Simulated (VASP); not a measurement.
# Ta (Im-3m) in VASP: further runs

The runs below take Ta through single point, relaxation of cell and atoms, with LDA, RPBE+D4.

All numbers are computed with VASP 6.6.1; they aren't measurements. Logs are shortened: lines on timing, memory, paths and dates and some standing lists are left out, and cuts for length are marked.

### 1 The cell of the first run

Symmetry: Im-3m, No. 229, cubic system. Conventional cell: a = 3.303 Å, b = 3.303 Å, c = 3.303 Å, α = 90.00°, β = 90.00°, γ = 90.00°. Ta (site symmetry m-3m) has 14 Ta at 2.86 to 3.30 Å within 3.8 Å.

### 2 Single point, LDA, non-collinear spin, zero start, spin-orbit coupling

The input, INCAR:

```
SYSTEM = Ta
PREC = Accurate ; ENCUT = 500
EDIFF = 1E-6 ; ISMEAR = -1
SIGMA = 0.05 ; LREAL = .FALSE.
LASPH = .TRUE. ; NELM = 200
ALGO = Normal ; ISIF = 2
LWAVE = .FALSE. ; LCHARG = .FALSE.
MAGMOM = 0 0 0 ; LORBIT = 11
LSORBIT = .TRUE. ; GGA_COMPAT = .FALSE.
LORBMOM = .TRUE. ; LMAXMIX = 4
GGA = CA ; NBANDS = 24
```

The input, KPOINTS:

```
regular mesh
0
G
  8 8 8
  0 0 0
```

The input, POSCAR:

```
Ta
1.0
   -1.6512800000      1.6512800000      1.6512800000
    1.6512800000     -1.6512800000      1.6512800000
    1.6512800000      1.6512800000     -1.6512800000
Ta
1
Direct
    0.0000000000      0.0000000000      0.0000000000
```

Potentials or basis: VASP PAW LDA potentials, release 64 (Ta_sv_GW).

On the command line:

```bash
$ cat potpaw_LDA.64/Ta_sv_GW/POTCAR > POTCAR
$ mpirun -np 1 vasp_ncl > vasp.out
```

OUTCAR:

```text
SYSTEM = Ta
   PREC = Accurate
   ENCUT = 500
   EDIFF = 1E-6
   ISMEAR = -1
   LREAL = .FALSE.
   LASPH = .TRUE.
   NELM = 200
   ISIF = 2
   LORBIT = 11
   LSORBIT = .TRUE.
   GGA = CA

 ion  position               nearest neighbor table
   1  0.000  0.000  0.000-

  LATTYP: Found a body centered cubic cell.
 ALAT       =     3.3025600000

  Lattice vectors:

 A1 = (  -1.6512800000,   1.6512800000,   1.6512800000)
 A2 = (   1.6512800000,  -1.6512800000,   1.6512800000)
 A3 = (   1.6512800000,   1.6512800000,  -1.6512800000)

Analysis of symmetry for initial positions (statically):
=====================================================================
 Subroutine PRICEL returns:
 Original cell was already a primitive cell.

 Routine SETGRP: Setting up the symmetry group for a
 body centered cubic supercell.

 Subroutine GETGRP returns: Found 48 space group operations
 (whereof 48 operations were pure point group operations)
 out of a pool of 48 trial point group operations.

The static configuration has the point symmetry O_h .

Analysis of symmetry for dynamics (positions and initial velocities):
=====================================================================
 Subroutine PRICEL returns:
 Original cell was already a primitive cell.

 Routine SETGRP: Setting up the symmetry group for a
 body centered cubic supercell.

 Subroutine GETGRP returns: Found 48 space group operations
 (whereof 48 operations were pure point group operations)
 out of a pool of 48 trial point group operations.

The dynamic configuration has the point symmetry O_h .

Analysis of structural, dynamic, and magnetic symmetry:
=====================================================================
 Subroutine PRICEL returns:
 Original cell was already a primitive cell.

 Routine SETGRP: Setting up the symmetry group for a
 body centered cubic supercell.

 Subroutine GETGRP returns: Found 48 space group operations
 (whereof 48 operations were pure point group operations)
 out of a pool of 48 trial point group operations.

The overall configuration has the point symmetry O_h .

 Subroutine INISYM returns: Found 48 space group operations
 (whereof 48 operations are pure point group operations),
 and found     1 'primitive' translations

----------------------------------------------------------------------------------------

                                     Primitive cell

  volume of cell :      18.0104

  direct lattice vectors                    reciprocal lattice vectors
    -1.651280000  1.651280000  1.651280000     0.000000000  0.302795407  0.302795407
     1.651280000 -1.651280000  1.651280000     0.302795407  0.000000000  0.302795407
     1.651280000  1.651280000 -1.651280000     0.302795407  0.302795407  0.000000000

  length of vectors
     2.860100858  2.860100858  2.860100858     0.428217371  0.428217371  0.428217371

  position of ions in fractional coordinates (direct lattice)
     0.000000000  0.000000000  0.000000000

  ion indices of the primitive-cell ions
   primitive index   ion index
                 1           1

----------------------------------------------------------------------------------------

 KPOINTS: regular mesh

Automatic generation of k-mesh.
 Grid dimensions read from file:
 generate k-points for:    8    8    8

 Generating k-lattice:

  Cartesian coordinates                     Fractional coordinates (reciprocal lattice)
     0.000000000  0.037849426  0.037849426     0.125000000  0.000000000  0.000000000
     0.037849426  0.000000000  0.037849426     0.000000000  0.125000000  0.000000000
     0.037849426  0.037849426  0.000000000     0.000000000  0.000000000  0.125000000

  Length of vectors
     0.053527171  0.053527171  0.053527171

  Shift w.r.t. Gamma in fractional coordinates (k-lattice)
     0.000000000  0.000000000  0.000000000

 Subroutine IBZKPT returns following result:
 ===========================================

 Found     29 irreducible k-points:

 Following reciprocal coordinates:
            Coordinates               Weight
  0.000000  0.000000  0.000000      1.000000
  0.125000  0.000000  0.000000     12.000000
  0.250000  0.000000  0.000000     12.000000
  0.375000  0.000000  0.000000     12.000000
  0.500000  0.000000  0.000000      6.000000
  0.125000  0.125000  0.000000     24.000000
[... 16 lines left out ...]
 -0.250000  0.250000  0.250000      6.000000
 -0.375000  0.375000  0.250000     24.000000
 [... further k-points ...]
   k-points           NKPTS =     29   k-points in BZ     NKDIM =     29   number of bands    NBANDS=     24
   number of dos      NEDOS =    301   number of ions     NIONS =      1
   total plane-waves  NPLWV =  13824
   dimension x,y,z NGX =    24 NGY =   24 NGZ =   24
   dimension x,y,z NGXF=    48 NGYF=   48 NGZF=   48
   ions per type =               1
   NGX,Y,Z   is equivalent  to a cutoff of  13.95, 13.95, 13.95 a.u.
   NGXF,Y,Z  is equivalent  to a cutoff of  27.90, 27.90, 27.90 a.u.
 SYSTEM =  Ta
   PREC   = accura    normal or accurate (medium, high low for compatibility)
   ISTART =      0    job   : 0-new  1-cont  2-samecut
   ICHARG =      2    charge: 1-file 2-atom 10-const
   ISPIN  =      1    spin polarized calculation?
   LNONCOLLINEAR =      T non collinear calculations
   LSORBIT =      T    spin-orbit coupling
   LASPH  =      T    aspherical Exc in radial PAW
   ENCUT  =  500.0 eV  36.75 Ry    6.06 a.u.   5.21  5.21  5.21*2*pi/ulx,y,z
   NELM   =    200;   NELMIN=  2; NELMDL= -5     # of ELM steps
   EDIFF  = 0.1E-05   stopping-criterion for ELM
   LREAL  =      F    real-space projection
   EDIFFG = 0.1E-04   stopping-criterion for IOM
   NSW    =      0    number of steps for IOM
   IBRION =     -1    ionic relax: 0-MD 1-quasi-New 2-CG
   NFREE  =      0    steps in history (QN), initial steepest desc. (CG)
   ISIF   =      2    stress and relaxation
   ISYM   =      2    0-nonsym 1-usesym 2-fastsym
   POTIM  = 0.5000    time-step for ionic-motion
   TEBEG  =    0.0;   TEEND  =   0.0 temperature during run
   PSTRESS=    0.0 pullay stress
   NELECT =      13.0000    total number of electrons
   NUPDOWN=      -1.0000    fix difference up-down
   EMIN   =  10.00;   EMAX   =-10.00  energy-range for DOS
   EFERMI =   0.00;   METHOD = LEGACY
   ISMEAR =    -1;   SIGMA  =   0.05  broadening in eV -4-tet -1-fermi 0-gaus
   EFERMI_NEDOS =   21; number of points for ismear=-14 and -15
   IALGO  =     38    algorithm
   IMIX   =      4    mixing-type and parameters
     AMIX     =   0.40;   BMIX     =  1.00
     AMIX_MAG =   1.60;   BMIX_MAG =  1.00
  volume/ion in A,a.u.               =      18.01       121.54
  Fermi-wavevector in a.u.,A,eV,Ry     =   1.468527  2.775113 29.341932  2.156571
  Thomas-Fermi vector in A             =   2.584014
   LORBIT       =     11    0 simple, 1 ext, 2 COOP (PROOUT), +10 PAW based schemes
   GGA     = CA    functional components
   LHFCALC =     F    Hartree Fock is set to
   AEXX    =    0.0000 exact exchange contribution
   IVDW    =     0    specifies the selected vdW correction
   LEPSILON=     F    determine dielectric tensor
   LRPA    =     F    only Hartree local field effects (RPA)
  energy-cutoff  :      500.00
  volume of cell :       18.01
 maximum number of plane-waves:       942
 NGX is ok and might be reduce to    24
   NGX = 11   NGY = 11   NGZ = 11

 number of electron      12.9999998 magnetization       0.0000000      0.0000000      0.0000000

 number of electron      12.9999998 magnetization      -0.0000000     -0.0000000     -0.0000000

 number of electron      12.9999998 magnetization      -0.0000000      0.0000000     -0.0000000

 number of electron      12.9999998 magnetization       0.0000000     -0.0000000      0.0000000

 Free energy of the ion-electron system (eV)
  ---------------------------------------------------
  ext. energy  EPLUGINS =         0.00000000
  ---------------------------------------------------
  free energy    TOTEN  =       -16.77967982 eV

  energy without entropy =      -16.77273151  energy(sigma->0) =      -16.77620566

 E-fermi :  10.1658     XC(G=0): -13.2642

 val. band max:       10.0848767258   @ k =   0.2500   0.0000   0.0000
 cond. band min:      10.1948637951   @ k =  -0.2500   0.2500   0.1250
 fundamental gap:      0.1099870693
 Fermi energy:        10.1657802645

 k-point     1 :       0.0000    0.0000    0.0000
  band No.  band energies     occupation
      1     -56.5496      1.00000
      2     -56.5496      1.00000
      3     -28.3819      1.00000
      4     -28.3819      1.00000
      5     -20.1434      1.00000
      6     -20.1434      1.00000
[... 16 lines left out ...]
     23      24.8884      0.00000
     24      24.8884      0.00000

 k-point     2 :       0.1250    0.0000    0.0000
  band No.  band energies     occupation
      1     -56.5323      1.00000
      2     -56.5323      1.00000
      3     -28.4325      1.00000
      4     -28.4325      1.00000
      5     -20.3163      1.00000
      6     -20.3163      1.00000
[... 16 lines left out ...]
     23      26.0439      0.00000
     24      26.0439      0.00000

 k-point     3 :       0.2500    0.0000    0.0000
  band No.  band energies     occupation
      1     -56.4903      1.00000
      2     -56.4903      1.00000
      3     -28.5582      1.00000
      4     -28.5582      1.00000
      5     -20.7090      1.00000
      6     -20.7090      1.00000
[... 16 lines left out ...]
     23      26.8095      0.00000
     24      26.8095      0.00000
[... 514 lines left out ...]
 k-point    23 :      -0.2500    0.2500    0.2500
  band No.  band energies     occupation
      1     -56.4385      1.00000
      2     -56.4385      1.00000
      3     -28.6911      1.00000
      4     -28.6911      1.00000
      5     -20.8483      1.00000
      6     -20.8483      1.00000
[... 16 lines left out ...]
     23      28.9254      0.00000
     24      28.9254      0.00000

 k-point    24 :      -0.3750    0.3750    0.2500
  band No.  band energies     occupation
      1     -56.4017      1.00000
      2     -56.4017      1.00000
      3     -28.7865      1.00000
      4     -28.7865      1.00000
      5     -21.0826      1.00000
      6     -21.0826      1.00000
[... 16 lines left out ...]
     23      26.3424      0.00000
     24      26.3424      0.00000

 [... further k-points ...]
[... 5 lines left out ...]
  --------------------------------------------------------------------------------------
  -------------------------------------------------------------------------------------
  Total       -1.2654757     -1.2654757     -1.2654757     -0.0000000      0.0000000     -0.0000000
  in kB     -112.5750760   -112.5750760   -112.5750760     -0.0000000      0.0000000     -0.0000000
  external PRESSURE =    -112.5750760 kB  Pullay stress =       0.0000000 kB

 VOLUME and BASIS-vectors are now :
 -----------------------------------------------------------------------------
  energy-cutoff  :      500.00
  volume of cell :       18.01
      direct lattice vectors                 reciprocal lattice vectors
    -1.651280000  1.651280000  1.651280000     0.000000000  0.302795407  0.302795407
     1.651280000 -1.651280000  1.651280000     0.302795407  0.000000000  0.302795407
     1.651280000  1.651280000 -1.651280000     0.302795407  0.302795407  0.000000000

 POSITION                                       TOTAL-FORCE (eV/Angst)
 -----------------------------------------------------------------------------------
      0.00000      0.00000      0.00000         0.000000      0.000000      0.000000
 -----------------------------------------------------------------------------------
    total drift:                                0.000000      0.000000      0.000000

  FREE ENERGIE OF THE ION-ELECTRON SYSTEM (eV)
  ---------------------------------------------------
  free  energy   TOTEN  =       -16.7796798226 eV

  energy  without entropy=      -16.7727315056  energy(sigma->0) =      -16.77620566

 orbital moment (x)

 # of ion     p       d       f       tot
 ------------------------------------------------
  1         0.000  -0.000  -0.000  -0.000
 ------------------------------------------------
            0.000  -0.000  -0.000  -0.000

 orbital moment (y)

 # of ion     p       d       f       tot
 ------------------------------------------------
  1         0.000   0.000   0.000   0.000
 ------------------------------------------------
            0.000   0.000   0.000   0.000

 orbital moment (z)

 # of ion     p       d       f       tot
 ------------------------------------------------
  1         0.000  -0.000   0.000  -0.000
 ------------------------------------------------
            0.000  -0.000   0.000  -0.000

 Spin-Orbit-Coupling matrix elements

 Ion:    1  E_soc:     -2.9032350
 l=   1
     0.0000000    -0.4609809    -0.4609809
    -0.4609809     0.0000000    -0.4609809
    -0.4609809    -0.4609809     0.0000000
 l=   2
     0.0000000    -0.0055849     0.0000000    -0.0055849    -0.0173490
    -0.0055849     0.0000000    -0.0130118    -0.0055849    -0.0043373
     0.0000000    -0.0130118     0.0000000    -0.0130118     0.0000000
    -0.0055849    -0.0055849    -0.0130118     0.0000000    -0.0043373
    -0.0173490    -0.0043373     0.0000000    -0.0043373     0.0000000
 l=   3
     0.0000000     0.0000078     0.0000000     0.0000000     0.0000000     0.0000092     0.0000139
     0.0000078     0.0000000     0.0000130     0.0000000     0.0000130     0.0000208     0.0000078
     0.0000000     0.0000130     0.0000000     0.0000140     0.0000076    -0.0000017     0.0000000
     0.0000000     0.0000000     0.0000140     0.0000000     0.0000140     0.0000000     0.0000000
     0.0000000     0.0000130     0.0000076     0.0000140     0.0000000    -0.0000017     0.0000000
     0.0000092     0.0000208    -0.0000017     0.0000000    -0.0000017     0.0000000     0.0000092
     0.0000139     0.0000078     0.0000000     0.0000000     0.0000000     0.0000092     0.0000000

 total charge

# of ion       s       p       d       f       tot
--------------------------------------------------
    1        3.623   6.003   2.421   0.029  12.076

 magnetization (x)

# of ion       s       p       d       f       tot
--------------------------------------------------
    1       -0.000   0.000  -0.000   0.000  -0.000

 magnetization (y)

# of ion       s       p       d       f       tot
--------------------------------------------------
    1       -0.000   0.000   0.000  -0.000  -0.000

 magnetization (z)

# of ion       s       p       d       f       tot
--------------------------------------------------
    1        0.000   0.000   0.000   0.000   0.000
```

Run time: 28 s. Hardware: 1 thread of Intel Xeon Platinum 8375C at 2.90GHz (Ice Lake), shared host; peak memory 0.19 GiB.

Results:

```yaml
Free_energy: -16.7797 eV
Pressure: -11.3 GPa
Net_moment: 0.00 μB per cell
Valence_electrons_inside_the_program's_atomic_spheres: Ta 12.08
```

Moments on the atoms (μB; x, y, z):
```
Ta  0.00 0.00 0.00
```

[end of part 1 of 2]
